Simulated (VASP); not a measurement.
# TaC (Fm-3m) in VASP: settings compared

The runs below take TaC through single point, with PBE, r2SCAN.

All numbers are computed with VASP 6.6.1; they aren't measurements. Logs are shortened: lines on timing, memory, paths and dates and some standing lists are left out, and cuts for length are marked.

### Step 1. The cell of the first run

It takes space group Fm-3m (No. 225, cubic). Conventional cell: a = 4.454 Å, b = 4.454 Å, c = 4.454 Å, α = 90.00°, β = 90.00°, γ = 90.00°. Ta (site symmetry m-3m) has 6 C at 2.23 Å within 2.9 Å. C (site symmetry m-3m) has 6 Ta at 2.23 Å within 2.9 Å.

### Step 2. Single point, PBE

The input, INCAR:

```
PREC     = Accurate       # precision mode
ENCUT    = 600            # plane-wave cutoff, eV
EDIFF    = 1E-6           # SCF threshold, eV
ISMEAR   = -1             # smearing method
SIGMA    = 0.05           # smearing width, eV
LREAL    = False          # projectors in reciprocal space
LASPH    = True           # aspherical terms in the spheres
NELM     = 120            # most SCF steps
ALGO     = Normal         # electronic algorithm
ISIF     = 2              # what is computed and relaxed
LWAVE    = False          # write WAVECAR
LCHARG   = True           # write CHGCAR
GGA      = PE             # functional
LELF     = True           # ELF
LVHAR    = True         
NBANDS   = 14             # bands
GGA_COMPAT= False
```

The input, KPOINTS:

```
regular mesh
0
Gamma
  16 16 16
```

The input, POSCAR:

```
TaC
1.0
    0.0000000000      2.2270000000      2.2270000000
    2.2270000000      0.0000000000      2.2270000000
    2.2270000000      2.2270000000      0.0000000000
Ta C
1 1
Direct
    0.0000000000      0.0000000000      0.0000000000
    0.5000000000      0.5000000000      0.5000000000
```

Potentials or basis: VASP PAW PBE potentials, release 64 (Ta_pv, C).

On the command line:

```
$ cat potpaw_PBE.64/Ta_pv/POTCAR potpaw_PBE.64/C/POTCAR > POTCAR
$ mpirun -np 1 vasp_std > vasp.out
```

OUTCAR:

```text
PREC = Accurate
   ENCUT = 600
   EDIFF = 1E-6
   ISMEAR = -1
   LREAL = False
   LASPH = True
   NELM = 120
   ISIF = 2
   GGA = PE

 ion  position               nearest neighbor table
   1  0.000  0.000  0.000-   2 2.23   2 2.23   2 2.23   2 2.23   2 2.23   2 2.23
   2  0.500  0.500  0.500-   1 2.23   1 2.23   1 2.23   1 2.23   1 2.23   1 2.23

  LATTYP: Found a face centered cubic cell.
 ALAT       =     4.4540000000

  Lattice vectors:

 A1 = (   0.0000000000,   2.2270000000,   2.2270000000)
 A2 = (   2.2270000000,   0.0000000000,   2.2270000000)
 A3 = (   2.2270000000,   2.2270000000,   0.0000000000)

Analysis of symmetry for initial positions (statically):
=====================================================================
 Subroutine PRICEL returns:
 Original cell was already a primitive cell.

 Routine SETGRP: Setting up the symmetry group for a
 face centered cubic supercell.

 Subroutine GETGRP returns: Found 48 space group operations
 (whereof 48 operations were pure point group operations)
 out of a pool of 48 trial point group operations.

The static configuration has the point symmetry O_h .

Analysis of symmetry for dynamics (positions and initial velocities):
=====================================================================
 Subroutine PRICEL returns:
 Original cell was already a primitive cell.

 Routine SETGRP: Setting up the symmetry group for a
 face centered cubic supercell.

 Subroutine GETGRP returns: Found 48 space group operations
 (whereof 48 operations were pure point group operations)
 out of a pool of 48 trial point group operations.

The dynamic configuration has the point symmetry O_h .

 Subroutine INISYM returns: Found 48 space group operations
 (whereof 48 operations are pure point group operations),
 and found     1 'primitive' translations

----------------------------------------------------------------------------------------

                                     Primitive cell

  volume of cell :      22.0897

  direct lattice vectors                    reciprocal lattice vectors
     0.000000000  2.227000000  2.227000000    -0.224517288  0.224517288  0.224517288
     2.227000000  0.000000000  2.227000000     0.224517288 -0.224517288  0.224517288
     2.227000000  2.227000000  0.000000000     0.224517288  0.224517288 -0.224517288

  length of vectors
     3.149453603  3.149453603  3.149453603     0.388875350  0.388875350  0.388875350

  position of ions in fractional coordinates (direct lattice)
     0.000000000  0.000000000  0.000000000
     0.500000000  0.500000000  0.500000000

  ion indices of the primitive-cell ions
   primitive index   ion index
                 1           1
[... 80 lines left out ...]
   ISYM   =      2    0-nonsym 1-usesym 2-fastsym
   POTIM  = 0.5000    time-step for ionic-motion
   TEBEG  =    0.0;   TEEND  =   0.0 temperature during run
   PSTRESS=    0.0 pullay stress
   NELECT =      15.0000    total number of electrons
   NUPDOWN=      -1.0000    fix difference up-down
   EMIN   =  10.00;   EMAX   =-10.00  energy-range for DOS
   EFERMI =   0.00;   METHOD = LEGACY
   ISMEAR =    -1;   SIGMA  =   0.05  broadening in eV -4-tet -1-fermi 0-gaus
   EFERMI_NEDOS =   21; number of points for ismear=-14 and -15
   IALGO  =     38    algorithm
   IMIX   =      4    mixing-type and parameters
     AMIX     =   0.40;   BMIX     =  1.00
     AMIX_MAG =   1.60;   BMIX_MAG =  1.00
  volume/ion in A,a.u.               =      11.04        74.53
  Fermi-wavevector in a.u.,A,eV,Ry     =   1.438937  2.719196 28.171393  2.070539
  Thomas-Fermi vector in A             =   2.557848
   LORBIT       =      0    0 simple, 1 ext, 2 COOP (PROOUT), +10 PAW based schemes
   GGA     = PE    functional components
   LHFCALC =     F    Hartree Fock is set to
   AEXX    =    0.0000 exact exchange contribution
   IVDW    =     0    specifies the selected vdW correction
   LEPSILON=     F    determine dielectric tensor
   LRPA    =     F    only Hartree local field effects (RPA)
 non-spin polarized calculation
  energy-cutoff  :      600.00
  volume of cell :       22.09
 maximum number of plane-waves:       754
 NGX is ok and might be reduce to    28
   NGX = 13   NGY = 13   NGZ = 13

 number of electron      15.0000000 magnetization

 Free energy of the ion-electron system (eV)
  ---------------------------------------------------
  ext. energy  EPLUGINS =         0.00000000
  ---------------------------------------------------
  free energy    TOTEN  =       -22.20314800 eV

  energy without entropy =      -22.20006553  energy(sigma->0) =      -22.20160677

 E-fermi :   8.3885     XC(G=0): -13.2071

 val. band max:        8.3563284705   @ k =   0.4375   0.1875   0.0625
 cond. band min:       8.4036044798   @ k =   0.1250   0.0625   0.0000
 fundamental gap:      0.0472760093
 Fermi energy:         8.3884813348

 k-point     1 :       0.0000    0.0000    0.0000
  band No.  band energies     occupation
      1     -26.6643      2.00000
      2     -26.6643      2.00000
      3     -26.6643      2.00000
      4      -6.4205      2.00000
      5       7.0687      2.00000
      6       7.0687      2.00000
      7       7.0687      2.00000
      8       7.9242      1.99981
      9       7.9242      1.99981
     10       7.9242      1.99981
     11       9.0588      0.00000
     12       9.0588      0.00000
     13      14.9896      0.00000
     14      18.4549      0.00000
[... 377 lines left out ...]
      1     -26.7332      2.00000
      2     -26.6837      2.00000
      3     -26.6666      2.00000
      4      -6.1291      2.00000
      5       5.9475      2.00000
      6       6.1396      2.00000
      7       6.2685      2.00000
      8       7.2376      2.00000
      9       8.1413      1.98586
     10       8.7234      0.00246
     11      10.0320      0.00000
     12      11.1578      0.00000
     13      15.5573      0.00000
     14      19.1836      0.00000

 [... further k-points ...]
[... 5 lines left out ...]
  --------------------------------------------------------------------------------------
  -------------------------------------------------------------------------------------
  Total        0.7480076      0.7480076      0.7480076     -0.0000000      0.0000000     -0.0000000
  in kB       54.2532739     54.2532739     54.2532739     -0.0000000      0.0000000     -0.0000000
  external PRESSURE =      54.2532739 kB  Pullay stress =       0.0000000 kB

 VOLUME and BASIS-vectors are now :
 -----------------------------------------------------------------------------
  energy-cutoff  :      600.00
  volume of cell :       22.09
      direct lattice vectors                 reciprocal lattice vectors
     0.000000000  2.227000000  2.227000000    -0.224517288  0.224517288  0.224517288
     2.227000000  0.000000000  2.227000000     0.224517288 -0.224517288  0.224517288
     2.227000000  2.227000000  0.000000000     0.224517288  0.224517288 -0.224517288

 POSITION                                       TOTAL-FORCE (eV/Angst)
 -----------------------------------------------------------------------------------
      0.00000      0.00000      0.00000        -0.000000      0.000000      0.000000
      2.22700      2.22700      2.22700         0.000000     -0.000000      0.000000
 -----------------------------------------------------------------------------------
    total drift:                                0.000000      0.000000      0.000000

  FREE ENERGIE OF THE ION-ELECTRON SYSTEM (eV)
  ---------------------------------------------------
  free  energy   TOTEN  =       -22.2031480027 eV

  energy  without entropy=      -22.2000655332  energy(sigma->0) =      -22.20160677
```

stdout:

```text
POSCAR found type information on POSCAR TaC
 POSCAR found :  2 types and       2 ions
 scaLAPACK will be used
 LDA part: xc-table for (Slater+PW92), standard interpolation
 POSCAR, INCAR and KPOINTS ok, starting setup
 FFT: planning ... GRIDC
 FFT: planning ... GRID_SOFT
 FFT: planning ... GRID
 WAVECAR not read
 entering main loop
```

It took 24 s on 1 thread of Intel Xeon 6975P-C (Granite Rapids), shared host; peak memory 0.2 GiB.

What came out:

- Free energy: -22.2031 eV
- Pressure: 5.4 GPa

Levels at points of the mesh, in eV from the Fermi level:
```
           k point  band 4  band 5  band 6  band 7  band 8  band 9  band 10  band 11  band 12  band 13
(0.00, 0.00, 0.00)  -14.81   -1.32   -1.32   -1.32   -0.46   -0.46    -0.46     0.67     0.67     6.60
(0.50, 0.00, 0.00)  -10.36   -8.73   -5.47   -5.47    2.74    2.74     3.72     5.42     9.98     9.98
(0.50, 0.50, 0.00)  -12.71   -4.61   -4.54   -1.75   -1.75    2.63     4.12     4.12     6.91     8.16
```

Caveat: spin-orbit coupling is left out, which moves the levels of the heavy elements.

### Step 3. Single point, r2SCAN

POSCAR is that of step 2.

The input, INCAR.step1:

```
SYSTEM = TaC
PREC     = Accurate       ! precision mode
ENCUT    = 660            ! plane-wave cutoff, eV
ISMEAR   = -1             ! smearing method
SIGMA    = 0.05           ! smearing width, eV
LREAL    = .False.        ! projectors in reciprocal space
LASPH    = .True.         ! aspherical terms in the spheres
NELM     = 120            ! most SCF steps
NBANDS   = 14             ! bands
GGA      = PE             ! functional
ALGO     = Normal         ! electronic algorithm
EDIFF    = 1E-5           ! SCF threshold, eV
LWAVE    = .True.         ! write WAVECAR
LCHARG   = .False.        ! write CHGCAR
GGA_COMPAT= .False.
```

The input, INCAR.step2:

```
SYSTEM = TaC
PREC     = Accurate       ! precision mode
ENCUT    = 660            ! plane-wave cutoff, eV
EDIFF    = 1E-6           ! SCF threshold, eV
ISMEAR   = -1             ! smearing method
SIGMA    = 0.05           ! smearing width, eV
LREAL    = .False.        ! projectors in reciprocal space
LASPH    = .True.         ! aspherical terms in the spheres
NELM     = 120            ! most SCF steps
ALGO     = Normal         ! electronic algorithm
ISIF     = 2              ! what is computed and relaxed
LWAVE    = .False.        ! write WAVECAR
LCHARG   = .False.        ! write CHGCAR
METAGGA  = R2SCAN         ! meta-GGA
LMIXTAU  = .True.       
NBANDS   = 14             ! bands
ISTART   = 1            
GGA_COMPAT= .False.
```

The input, KPOINTS:

```
Automatic mesh
0
Gamma
  16 16 16
  0 0 0
```

Potentials or basis: VASP PAW PBE potentials, release 64 (Ta_pv, C).

On the command line:

```
$ cat potpaw_PBE.64/Ta_pv/POTCAR potpaw_PBE.64/C/POTCAR > POTCAR
$ cp INCAR.step1 INCAR
$ mpirun -np 1 vasp_std > vasp.out
$ cp INCAR.step2 INCAR
$ mpirun -np 1 vasp_std > vasp.out
```

Run time: 1.8 min. Hardware: 1 thread of Intel Xeon 6975P-C (Granite Rapids), shared host; peak memory 0.22 GiB.

The run converged. Its results:

* Free energy: -59.8675 eV
* Pressure: 3.0 GPa

Levels at points of the mesh, in eV from the Fermi level:
```tsv
k point	band 4	band 5	band 6	band 7	band 8	band 9	band 10	band 11	band 12	band 13
(0.00, 0.00, 0.00)	-15.74	-1.34	-1.34	-1.34	-0.60	-0.60	-0.60	0.62	0.62	7.08
(0.50, 0.00, 0.00)	-11.25	-9.14	-5.84	-5.84	2.85	2.85	3.93	5.75	10.13	10.36
(0.50, 0.50, 0.00)	-13.64	-4.98	-4.64	-1.98	-1.98	2.62	4.25	4.25	7.25	8.54
```

Caveat: the PAW data sets were made with another functional, which shifts forces and pressure a little; spin-orbit coupling is left out, which moves the levels of the heavy elements.

### Step 4. Single point, PBE, non-collinear spin, zero start, spin-orbit coupling

The input, INCAR:

```
SYSTEM = TaC
  PREC = Accurate
  ENCUT = 600
  EDIFF = 1E-6
  ISMEAR = -1
  SIGMA = 0.05
  LREAL = .FALSE.
  LASPH = .TRUE.
  NELM = 200
  ALGO = Normal
  ISIF = 2
  LWAVE = .FALSE.
  LCHARG = .FALSE.
  MAGMOM = 0 0 0 0 0 0
  LORBIT = 11
  LSORBIT = .TRUE.
  GGA_COMPAT = .FALSE.
  LORBMOM = .TRUE.
  LMAXMIX = 4
  GGA = PE
  NBANDS = 27
```

The input, KPOINTS:

```
Automatic mesh
0
G
  16 16 16
  0 0 0
```

POSCAR is that of step 3.

On the command line:

```
$ cat potpaw_PBE.64/Ta_pv/POTCAR potpaw_PBE.64/C/POTCAR > POTCAR
$ mpirun -np 1 vasp_ncl > vasp.out
```

Wall time 2 min (1 thread of Intel Xeon 6975P-C (Granite Rapids), shared host); peak memory 0.34 GiB.

Results (log left out):

```yaml
Free_energy: -22.8570 eV
Pressure: 5.8 GPa
Net_moment: 0.00 μB per cell
Valence_electrons_inside_the_program's_atomic_spheres: Ta 8.97; C 2.45
```

Moments on the atoms (μB; x, y, z):
```
Ta  0.00 0.00 0.00
C   0.00 0.00 0.00
```

### Step 5. Overview

| level | spin | cutoff (eV) | gap on the mesh (eV) | pressure (GPa) |
| --- | --- | --- | --- | --- |
| PBE | off | 600 | none | 5.4 |
| r2SCAN | off | 660 | none | 3.0 |
| PBE | non-collinear, zero start, SOC | 600 | - | 5.8 |

Alike in all rows: task single point; potentials or basis VASP PAW PBE potentials, release 64 (Ta_pv, C); cell as given; k mesh 16 × 16 × 16; smearing fermi-dirac 0.05 eV.

The pressure there spans 3.0 GPa (r2SCAN) to 5.8 GPa (PBE); a positive pressure means that this level wants a larger cell, a negative one a smaller.

Caveats: spin-orbit coupling is left out, which moves the levels of the heavy elements (some runs); the PAW data sets were made with another functional, which shifts forces and pressure a little (some runs).

Total energies depend on the potentials used, so only differences within one code and one set of settings carry meaning.
